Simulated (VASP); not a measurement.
Wanted: the native input for a VASP 6.6.1 run.

- Task: single point
- Functional: LDA
- Potentials or basis: VASP PAW LDA potentials, release 64 (Sn_d, Te)
- Cutoff: 520 eV
- k mesh: 10 × 10 × 10
- Occupations: gaussian, width 0.03 eV
- Spin: no spin polarisation
- Dipole correction: no
- Further INCAR settings: ALGO = Normal; EDIFF = 1e-07; NBANDS = 17

The structure of SnTe lies in POSCAR:

```
SnTe
1.0
    0.0000000000      3.1913771283      2.9729220857
    3.1913771283      0.0000000000      2.9729220857
    3.1913771283      3.1913771283      0.0000000000
Sn Te
1 1
Direct
    0.0181654424     -0.0181654424     -0.0181654424
    0.4831001593      0.5168998407      0.5168998407
```

This cell differs from its parent crystal: atoms displaced along a vibrational mode, the cell strained.

The input as run:

INCAR

```
PREC     = Accurate       # precision mode
ENCUT    = 520            # plane-wave cutoff, eV
EDIFF    = 1E-7           # SCF threshold, eV
ISMEAR   = 0              # smearing method
SIGMA    = 0.03           # smearing width, eV
LREAL    = False          # projectors in reciprocal space
LASPH    = True           # aspherical terms in the spheres
NELM     = 60             # most SCF steps
ALGO     = Normal         # electronic algorithm
ISIF     = 2              # what is computed and relaxed
LWAVE    = False          # write WAVECAR
LCHARG   = False          # write CHGCAR
NBANDS   = 17             # bands
```

KPOINTS

```
regular mesh
0
Gamma
  10 10 10
```

Potentials or basis: VASP PAW LDA potentials, release 64 (Sn_d, Te).

Launch:

```sh
$ cat potpaw_LDA.64/Sn_d/POTCAR potpaw_LDA.64/Te/POTCAR > POTCAR
$ mpirun -np 1 vasp_std > vasp.out
```

It gave:

```json
{"Pressure": "1.5 GPa", "Largest force": "0.107 eV/Å", "Band gap on the k mesh": "0.23 eV (least direct gap 0.34 eV)"}
```

Caveat: the cell differs from its parent crystal (atoms displaced along a vibrational mode, the cell strained); spin-orbit coupling is left out, which moves the levels of the heavy elements.

It took 2.1 min on 1 thread of AMD EPYC 7R13 Processor (Zen 3) (shared host), peak memory 0.27 GiB.
